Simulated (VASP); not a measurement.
# Cd2Mo (P6/mmm) in VASP: further runs

Cd2Mo is run at these levels: PBE; tasks: relaxation of cell and atoms, single point.

Program: VASP 6.6.1. These are calculated values, not measurements. Logs are shortened: lines on timing, memory, paths and dates and some standing lists are left out, and cuts for length are marked.

## 1. The cell of the first run

The structure is hexagonal, space group P6/mmm (No. 191). The conventional cell has a = 4.740 Å, b = 4.740 Å, c = 2.914 Å, α = 90.00°, β = 90.00°, γ = 120.00°. Within 3.6 Å of Cd (site symmetry -6m2) lie 5 Cd at 2.74 to 2.91 Å and 6 Mo at 3.10 Å. Mo (site symmetry 6/mmm) has 2 Mo at 2.91 Å and 12 Cd at 3.10 Å within 3.8 Å.

## 2. Relaxation of cell and atoms, PBE

The input, INCAR:

```
PREC = Accurate
ENCUT = 600
EDIFF = 1E-7
ISMEAR = 0
SIGMA = 0.1
LREAL = False
LASPH = True
NELM = 100
ALGO = Fast
ISIF = 3
LWAVE = False
LCHARG = False
GGA = PE
IBRION = 2
NSW = 90
EDIFFG = -0.04
```

The input, KPOINTS:

```
Automatic mesh
0
Gamma
  6 6 6
```

The input, POSCAR:

```
Cd2Mo
1.0
    4.7398035723      0.0000000000      0.0000000000
   -2.3699017861      4.1047903025      0.0000000000
    0.0000000000      0.0000000000      2.9141366160
Cd Mo
2 1
Direct
    0.3333333333      0.6666666667      0.5000000000
    0.6666666667      0.3333333333      0.5000000000
    0.0000000000      0.0000000000      0.0000000000
```

Potentials or basis: VASP PAW PBE potentials, release 64 (Cd, Mo_sv).

Launch:

```
$ cat potpaw_PBE.64/Cd/POTCAR potpaw_PBE.64/Mo_sv/POTCAR > POTCAR
$ mpirun -np 1 vasp_std > vasp.out
```

OUTCAR:

```text
PREC = Accurate
   ENCUT = 600
   EDIFF = 1E-7
   ISMEAR = 0
   LREAL = False
   LASPH = True
   NELM = 100
   ISIF = 3
   GGA = PE
   IBRION = 2
   NSW = 90
   EDIFFG = -0.04

 ion  position               nearest neighbor table
   1  0.333  0.667  0.500-   2 2.74   2 2.74   2 2.74   3 3.10   3 3.10   3 3.10   3 3.10   3 3.10
                             3 3.10
   2  0.667  0.333  0.500-   1 2.74   1 2.74   1 2.74   3 3.10   3 3.10   3 3.10   3 3.10   3 3.10
                             3 3.10
   3  0.000  0.000  0.000-   1 3.10   2 3.10   1 3.10   2 3.10   1 3.10   1 3.10   2 3.10   2 3.10
                             2 3.10   2 3.10   1 3.10   1 3.10

  LATTYP: Found a hexagonal cell.
 ALAT       =     4.7398035723
 C/A-ratio  =     0.6148222329

  Lattice vectors:

 A1 = (   4.7398035723,   0.0000000000,   0.0000000000)
 A2 = (  -2.3699017861,   4.1047903025,   0.0000000000)
 A3 = (   0.0000000000,   0.0000000000,   2.9141366160)

Analysis of symmetry for initial positions (statically):
=====================================================================
 Subroutine PRICEL returns:
 Original cell was already a primitive cell.

 Routine SETGRP: Setting up the symmetry group for a
 hexagonal supercell.

 Subroutine GETGRP returns: Found 24 space group operations
 (whereof 24 operations were pure point group operations)
 out of a pool of 24 trial point group operations.

The static configuration has the point symmetry D_6h.

Analysis of symmetry for dynamics (positions and initial velocities):
=====================================================================
 Subroutine PRICEL returns:
 Original cell was already a primitive cell.

 Routine SETGRP: Setting up the symmetry group for a
 hexagonal supercell.

 Subroutine GETGRP returns: Found 24 space group operations
 (whereof 24 operations were pure point group operations)
 out of a pool of 24 trial point group operations.

The dynamic configuration has the point symmetry D_6h.

 Subroutine INISYM returns: Found 24 space group operations
 (whereof 24 operations are pure point group operations),
 and found     1 'primitive' translations

----------------------------------------------------------------------------------------

                                     Primitive cell

  volume of cell :      56.6971

  direct lattice vectors                    reciprocal lattice vectors
     4.739803572  0.000000000  0.000000000     0.210979207  0.121808902  0.000000000
    -2.369901786  4.104790302  0.000000000     0.000000000  0.243617804  0.000000000
     0.000000000  0.000000000  2.914136616     0.000000000  0.000000000  0.343154811

  length of vectors
     4.739803572  4.739803572  2.914136616     0.243617804  0.243617804  0.343154811

  position of ions in fractional coordinates (direct lattice)
     0.333333333  0.666666667  0.500000000
     0.666666667  0.333333333  0.500000000
     0.000000000  0.000000000  0.000000000

  ion indices of the primitive-cell ions
   primitive index   ion index
                 1           1
                 2           2
                 3           3

----------------------------------------------------------------------------------------

 KPOINTS: Automatic mesh

Automatic generation of k-mesh.
 Grid dimensions read from file:
 generate k-points for:    6    6    6

 Generating k-lattice:

  Cartesian coordinates                     Fractional coordinates (reciprocal lattice)
     0.035163201  0.020301484  0.000000000     0.166666667 -0.000000000  0.000000000
     0.000000000  0.040602967  0.000000000     0.000000000  0.166666667  0.000000000
     0.000000000  0.000000000  0.057192469     0.000000000  0.000000000  0.166666667

  Length of vectors
     0.040602967  0.040602967  0.057192469

  Shift w.r.t. Gamma in fractional coordinates (k-lattice)
     0.000000000  0.000000000  0.000000000

 Subroutine IBZKPT returns following result:
 ===========================================

 Found     28 irreducible k-points:

 Following reciprocal coordinates:
            Coordinates               Weight
  0.000000  0.000000  0.000000      1.000000
  0.166667  0.000000  0.000000      6.000000
  0.333333  0.000000  0.000000      6.000000
  0.500000  0.000000  0.000000      3.000000
  0.166667  0.166667  0.000000      6.000000
  0.333333  0.166667  0.000000     12.000000
[... 16 lines left out ...]
  0.166667  0.000000  0.500000      6.000000
  0.333333  0.000000  0.500000      6.000000
 [... further k-points ...]
   k-points           NKPTS =     28   k-points in BZ     NKDIM =     28   number of bands    NBANDS=     23
   number of dos      NEDOS =    301   number of ions     NIONS =      3
   total plane-waves  NPLWV =  38400
   dimension x,y,z NGX =    40 NGY =   40 NGZ =   24
   dimension x,y,z NGXF=    80 NGYF=   80 NGZF=   48
   ions per type =               2   1
   NGX,Y,Z   is equivalent  to a cutoff of  14.03, 14.03, 13.69 a.u.
   NGXF,Y,Z  is equivalent  to a cutoff of  28.06, 28.06, 27.38 a.u.
 SYSTEM =  unknown system
   PREC   = accura    normal or accurate (medium, high low for compatibility)
   ISTART =      0    job   : 0-new  1-cont  2-samecut
   ICHARG =      2    charge: 1-file 2-atom 10-const
   ISPIN  =      1    spin polarized calculation?
   LNONCOLLINEAR =      F non collinear calculations
   LSORBIT =      F    spin-orbit coupling
   LASPH  =      T    aspherical Exc in radial PAW
   ENCUT  =  600.0 eV  44.10 Ry    6.64 a.u.   9.47  9.47  5.82*2*pi/ulx,y,z
   NELM   =    100;   NELMIN=  2; NELMDL= -5     # of ELM steps
   EDIFF  = 0.1E-06   stopping-criterion for ELM
   LREAL  =      F    real-space projection
   EDIFFG = -.4E-01   stopping-criterion for IOM
   NSW    =     90    number of steps for IOM
   IBRION =      2    ionic relax: 0-MD 1-quasi-New 2-CG
   NFREE  =      1    steps in history (QN), initial steepest desc. (CG)
   ISIF   =      3    stress and relaxation
   ISYM   =      2    0-nonsym 1-usesym 2-fastsym
   POTIM  = 0.5000    time-step for ionic-motion
   TEBEG  =    0.0;   TEEND  =   0.0 temperature during run
   PSTRESS=    0.0 pullay stress
   NELECT =      38.0000    total number of electrons
   NUPDOWN=      -1.0000    fix difference up-down
   EMIN   =  10.00;   EMAX   =-10.00  energy-range for DOS
   EFERMI =   0.00;   METHOD = LEGACY
   ISMEAR =     0;   SIGMA  =   0.10  broadening in eV -4-tet -1-fermi 0-gaus
   EFERMI_NEDOS =   21; number of points for ismear=-14 and -15
   IALGO  =     68    algorithm
   IMIX   =      4    mixing-type and parameters
     AMIX     =   0.40;   BMIX     =  1.00
     AMIX_MAG =   1.60;   BMIX_MAG =  1.00
  volume/ion in A,a.u.               =      18.90       127.54
  Fermi-wavevector in a.u.,A,eV,Ry     =   1.432679  2.707371 27.926906  2.052570
  Thomas-Fermi vector in A             =   2.552280
   LORBIT       =      0    0 simple, 1 ext, 2 COOP (PROOUT), +10 PAW based schemes
   GGA     = PE    functional components
   LHFCALC =     F    Hartree Fock is set to
   AEXX    =    0.0000 exact exchange contribution
   IVDW    =     0    specifies the selected vdW correction
   LEPSILON=     F    determine dielectric tensor
   LRPA    =     F    only Hartree local field effects (RPA)
 conjugate gradient relaxation of ions
 non-spin polarized calculation
 RMM-DIIS sequential band-by-band and
 Gauss-broadening in eV      SIGMA  =   0.10
  energy-cutoff  :      600.00
  volume of cell :       56.70
 maximum number of plane-waves:      1914
 NGX is ok and might be reduce to    40
   NGX = 19   NGY = 19   NGZ = 11

--------------------------------------- Ionic step        1  -------------------------------------------

 number of electron      37.9999998 magnetization

 Free energy of the ion-electron system (eV)
  ---------------------------------------------------
  ext. energy  EPLUGINS =         0.00000000
  ---------------------------------------------------
  free energy    TOTEN  =       -10.59818639 eV

  energy without entropy =      -10.57884364  energy(sigma->0) =      -10.58851502

------------------------ aborting loop because EDIFF is reached ----------------------------------------

  FORCE on cell =-STRESS in cart. coord.  units (eV):
  Direction    XX          YY          ZZ          XY          YZ          ZX
  --------------------------------------------------------------------------------------
  -------------------------------------------------------------------------------------
  Total        0.6522837      0.6522837     -1.1176635      0.0000000     -0.0000000      0.0000000
  in kB       18.4325694     18.4325694    -31.5835109      0.0000000     -0.0000000      0.0000000
  external PRESSURE =       1.7605427 kB  Pullay stress =       0.0000000 kB
[... 92 lines left out ...]
  FREE ENERGIE OF THE ION-ELECTRON SYSTEM (eV)
  ---------------------------------------------------
  free  energy   TOTEN  =       -10.6453381464 eV

  energy  without entropy=      -10.6170516831  energy(sigma->0) =      -10.63119491

[... ionic steps 4 to 8 ...]

--------------------------------------- Ionic step        9  -------------------------------------------

 number of electron      37.9999994 magnetization

------------------------ aborting loop because EDIFF is reached ----------------------------------------

  FORCE on cell =-STRESS in cart. coord.  units (eV):
  Direction    XX          YY          ZZ          XY          YZ          ZX
  --------------------------------------------------------------------------------------
  -------------------------------------------------------------------------------------
  Total       -0.1538376     -0.1538376     -0.1962744     -0.0000000      0.0000000      0.0000000
  in kB       -4.3168354     -4.3168354     -5.5076519     -0.0000000      0.0000000      0.0000000
  external PRESSURE =      -4.7137742 kB  Pullay stress =       0.0000000 kB
[... 59 lines left out ...]
  energy  without entropy=      -10.6304446385  energy(sigma->0) =      -10.64081061

--------------------------------------- Ionic step       11  -------------------------------------------

 number of electron      37.9999995 magnetization

 Free energy of the ion-electron system (eV)
  ---------------------------------------------------
  ext. energy  EPLUGINS =         0.00000000
  ---------------------------------------------------
  free energy    TOTEN  =       -10.65243465 eV

  energy without entropy =      -10.63121419  energy(sigma->0) =      -10.64182442

 E-fermi :   5.4979     XC(G=0): -11.9328

 val. band max:        5.4908042652   @ k =   0.3333   0.1667   0.3333
 cond. band min:       5.5403069130   @ k =   0.1667   0.1667   0.3333
 fundamental gap:      0.0495026478
 Fermi energy:         5.4979169852

 k-point     1 :       0.0000    0.0000    0.0000
  band No.  band energies     occupation
      1     -55.3652      2.00000
      2     -29.3859      2.00000
      3     -29.3859      2.00000
      4     -29.0559      2.00000
      5      -4.5118      2.00000
      6      -4.1230      2.00000
[... 613 lines left out ...]
     22       8.7592      0.00000
     23       9.8257      0.00000

 [... further k-points ...]

------------------------ aborting loop because EDIFF is reached ----------------------------------------

  FORCE on cell =-STRESS in cart. coord.  units (eV):
  Direction    XX          YY          ZZ          XY          YZ          ZX
  --------------------------------------------------------------------------------------
  -------------------------------------------------------------------------------------
  Total       -0.0064399     -0.0064399      0.0099278     -0.0000000     -0.0000000     -0.0000000
  in kB       -0.1814654     -0.1814654      0.2797499     -0.0000000     -0.0000000     -0.0000000
  external PRESSURE =      -0.0277269 kB  Pullay stress =       0.0000000 kB
[... 18 lines left out ...]
  FREE ENERGIE OF THE ION-ELECTRON SYSTEM (eV)
  ---------------------------------------------------
  free  energy   TOTEN  =       -10.6524346541 eV

  energy  without entropy=      -10.6312141936  energy(sigma->0) =      -10.64182442

 reached required accuracy - stopping structural energy minimisation
```

It took 5.8 min on 1 thread of Oxide Virtual Turin-like, shared host; peak memory 0.19 GiB.

What came out:

```yaml
Free_energy: -10.6524 eV
Relaxed_volume: 18.95 Å³/atom
Relaxed_cell: a = 4.903 Å, b = 4.903 Å, c = 2.731 Å, α = 90.00°, β = 90.00°, γ = 120.00°
Space_group_after_relaxing_to_0.1_Å: P6/mmm (No. 191)
Energy_gained_by_relaxing: 18.1 meV/atom
Ionic_steps: 11
Pressure_after_relaxing: 0.0 GPa
Band_gap_on_the_k_mesh: zero (bands 19 and 20 overlap by 1.62 eV)
```

Step by step:
```csv
step,energy change (eV),largest force (eV/Å),pressure (GPa),volume (Å³)
1,0.0000,0.0000,0.18,56.70
2,-0.0275,0.0000,-0.20,56.85
3,-0.0472,0.0000,-0.46,57.02
4,0.0107,0.0000,0.79,57.16
5,-0.0506,0.0000,-0.50,57.05
6,-0.0476,0.0000,-0.24,57.13
7,-0.0533,0.0000,-0.50,57.08
8,-0.0538,0.0000,-0.45,57.10
9,-0.0539,0.0000,-0.47,57.10
10,-0.0530,0.0000,0.89,56.42
11,-0.0542,0.0000,0.00,56.86
```

Final structure:
```cif
data_structure
_symmetry_space_group_name_H-M 'P 1'
_symmetry_Int_Tables_number 1
_cell_length_a 4.9027
_cell_length_b 4.9027
_cell_length_c 2.7314
_cell_angle_alpha 90.000
_cell_angle_beta 90.000
_cell_angle_gamma 120.000
_cell_volume 56.86
loop_
_atom_site_label
_atom_site_type_symbol
_atom_site_fract_x
_atom_site_fract_y
_atom_site_fract_z
_atom_site_occupancy
Cd1 Cd 0.33333 0.66667 0.50000 1
Cd2 Cd 0.66667 0.33333 0.50000 1
Mo1 Mo 0.00000 0.00000 0.00000 1
```

[end of part 1 of 2]

The gap in the log of VASP goes by the Fermi energy; the results here count the filled bands.